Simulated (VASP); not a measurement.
Write the native input for VASP 6.6.1 that does the following.

* Task: single point
* Functional: PBE
* Potentials or basis: VASP PAW PBE potentials, release 64 (Co)
* Cutoff: 520 eV
* k mesh: 20 × 20 × 11
* Occupations: fermi-dirac, width 0.1 eV
* Spin: collinear spin, ferromagnetic start
* Starting moments: [1.7, 1.7] μB
* Dipole correction: no
* Further INCAR settings: ALGO = Normal; EDIFF = 1e-06; NBANDS = 20

The structure of Co lies in POSCAR:

```
Co
1.0
    2.2170719051      0.0000000000      0.0000000000
   -1.1085359525      1.9200405918      0.0000000000
    0.0000000000      0.0000000000      3.5836856846
Co
2
Direct
    0.3333333333      0.6666666667      0.2500000000
    0.6666666667      0.3333333333      0.7500000000
```

The input as run:

INCAR

```
ALGO = Normal
EDIFF = 1E-6
ENCUT = 520
GGA = PE
ISIF = 2
ISMEAR = -1
ISPIN = 2
LASPH = True
LCHARG = True
LELF = True
LMAXMIX = 4
LORBIT = 11
LREAL = False
LVHAR = True
LWAVE = False
MAGMOM = 1.7 1.7
NBANDS = 20
NELM = 150
PREC = Accurate
SIGMA = 0.1
```

KPOINTS

```
k-points
0
Gamma
  20 20 11
```

Potentials or basis: VASP PAW PBE potentials, release 64 (Co).

Run with:

```bash
$ cat potpaw_PBE.64/Co/POTCAR > POTCAR
$ mpirun -np 1 vasp_std > vasp.out
```

Results of the run:

- Pressure: 156.9 GPa
- Net moment: 1.09 μB per cell
- Site moments: Co +0.53 μB

Run time: 93 s on 1 thread of Intel(R) Xeon(R) Platinum 8375C CPU @ 2.90GHz (Ice Lake), with other jobs on the host, peak memory 0.22 GiB.
